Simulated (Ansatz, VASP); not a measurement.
## Ru in VASP and in Ansatz

INCAR

```
SYSTEM = Ru
PREC = Accurate
ENCUT = 520
EDIFF = 1E-7
ISMEAR = 0
SIGMA = 0.15
LREAL = .FALSE.
LASPH = .TRUE.
NELM = 100
ALGO = Fast
ISIF = 2
LWAVE = .FALSE.
LCHARG = .FALSE.
GGA = PS
NBANDS = 21
```

The input KPOINTS:

```
regular mesh
0
G
  18 18 10
  0 0 0
```

The input POSCAR:

```
Ru
1.0
    2.7254575605      0.0000000000      0.0000000000
   -1.3627287802      2.3603154843      0.0000000000
    0.0000000000      0.0000000000      4.2523798378
Ru
2
Direct
    0.3533605057      0.7067210114      0.2500000000
    0.6466394943      0.2932789886      0.7500000000
```

Input for Ansatz:

```yaml
crystal:
  lattice:
    - [2.7254575605, 0.0, 0.0]
    - [-1.3627287802, 2.3603154843, 0.0]
    - [0.0, 0.0, 4.2523798378]
  atoms:
    - { symbol: Ru, position: [0.3533605057, 0.7067210114, 0.25] }
    - { symbol: Ru, position: [0.6466394943, 0.2932789886, 0.75] }
basis:
  ecutwfc: 420
kpoints:
  mp_grid: { grid: [18, 18, 10] }
hamiltonian:
  xc: pbesol
  pseudopotentials: { kind: paw, azcp: { folder: soft_1 } }
scf:
  occupations: { method: gaussian, width: 0.15 }
output:
  forces: true
  stress: true
  eigenvalues: true
  write_density: true
  write_potential: true
  elf: true
  volumetric_format: npy
```

Change from the starting cell: mode 5 frozen in at +0.093 Å, equal normal strain along x and y +0.0133.

Alike in both runs: task single point; functional PBEsol; k mesh 18 × 18 × 10; occupations gaussian, width 0.15 eV; no spin polarisation.

|  | VASP | Ansatz |
| --- | --- | --- |
| version | VASP 6.6.1 | Ansatz 0.2.0 |
| potentials or method | VASP PAW PBE potentials, release 64 (Ru_pv), cutoff 520 eV | scalar-relativistic, plane waves, PAW |
| valence electrons in the cell | 28 | 32 |

|  | VASP | Ansatz | Ansatz less VASP |
| --- | --- | --- | --- |
| gap on the k mesh at the Fermi level (eV) | none | none | - |
| pressure (GPa) | -6.6 | -6.5 | +0.10 |
| traceless stress, the component that is largest in VASP (GPa) | -5.46 | -5.44 | +0.023 |
| rms of the force components (eV/Å) | 0.715 | 0.715 | -0.0003 |

VASP's potentials were made for PBE, not for PBEsol, and Ansatz warns of the same on its side. Atom by atom the forces differ by 0.000 eV/Å (rms over components). A gap of «none» marks a metal or a gap that the smearing closes. VASP's potentials hold 28 valence electrons a cell and Ansatz's 32, so a difference there can come from the potentials and not from the codes.
